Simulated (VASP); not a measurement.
Write the native input for VASP 6.6.1 that does the following.

| Item | Value |
| --- | --- |
| Task | single point |
| Functional | LDA |
| Potentials or basis | VASP PAW LDA potentials, release 64 (Ir) |
| Cutoff | 520 eV |
| k mesh | 2 × 9 × 3 |
| Occupations | methfessel-paxton, width 0.15 eV |
| Spin | no spin polarisation |
| Dipole correction | no |
| Further INCAR settings | ALGO = Normal; EDIFF = 1e-06; NBANDS = 16 |

The structure of Ir lies in POSCAR:

```
Ir
1.0
   12.2384552500      0.0000000000      0.0000000000
    0.0000000000      2.2334312600      0.0000000000
    0.0000000000      0.0000000000      7.1930008000
Ir
2
Direct
    0.2500000000      0.0000000000      0.1639884000
    0.7500000000      0.0000000000      0.8360116000
```

One way to write it, as run:

INCAR

```
SYSTEM = Ir
PREC = Accurate ; ENCUT = 520
EDIFF = 1E-6 ; ISMEAR = 1
SIGMA = 0.15 ; LREAL = .False.
LASPH = .True. ; NELM = 100
ALGO = Normal ; ISIF = 2
LWAVE = .False. ; LCHARG = .False.
GGA = CA ; NBANDS = 16
```

KPOINTS

```
regular mesh
0
Gamma
  2 9 3
  0 0 0
```

Potentials or basis: VASP PAW LDA potentials, release 64 (Ir).

Launch:

```console
$ cat potpaw_LDA.64/Ir/POTCAR > POTCAR
$ mpirun -np 1 vasp_std > vasp.out
```

It gave:

```
Pressure               : -0.1 GPa
Band gap on the k mesh : zero (band 9 reaches -1.48 eV, above the bottom of band 10 at -4.61 eV)
```

Caveat: spin-orbit coupling is left out, which moves the levels of the heavy elements.

It took 27 s on 1 thread of Intel(R) Xeon(R) Platinum 8559C (Emerald Rapids), on a shared host, peak memory 0.25 GiB.
